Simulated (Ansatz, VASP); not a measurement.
## LiF: VASP beside Ansatz

```xyz
8
Lattice="5.5844 0.0000 0.0000 0.0000 5.5844 0.0000 0.0000 0.0000 2.9346" Properties=species:S:1:pos:R:3 pbc="T T T"
Li    0.5670    1.8647    0.7212
Li    5.0174    3.7197    2.1885
Li    3.7197    0.5670    2.9222
Li    1.8647    5.0174    1.4549
F     1.8249    0.6880    0.0124
F     3.7595    4.8964    1.4797
F     4.8964    1.8249    2.2134
F     0.6880    3.7595    0.7461
```

Alike in both runs: task single point; functional PBEsol; k mesh 4 × 4 × 8; occupations gaussian, width 0.02 eV; no spin polarisation.

|  | VASP | Ansatz |
| --- | --- | --- |
| version | VASP 6.6.1 | Ansatz 0.2.0 |
| potentials or method | VASP PAW PBE potentials, release 64 (Li_sv, F), cutoff 520 eV | scalar-relativistic, plane waves, PAW |
| valence electrons in the cell | 40 | 40 |

|  | VASP | Ansatz | Ansatz less VASP |
| --- | --- | --- | --- |
| gap on the k mesh at the Fermi level (eV) | 6.92 | 6.93 | +0.010 |
| least direct gap on the mesh (eV) | 6.92 | 6.93 | +0.010 |
| rms of the force components (eV/Å) | 0.024 | 0.028 | +0.0033 |

VASP's potentials were made for PBE, not for PBEsol. Atom by atom the forces differ by 0.008 eV/Å (rms over components).

Noted on VASP's run: the cutoff is under 1.25 times that of the potentials, so the pressure is a little rough.
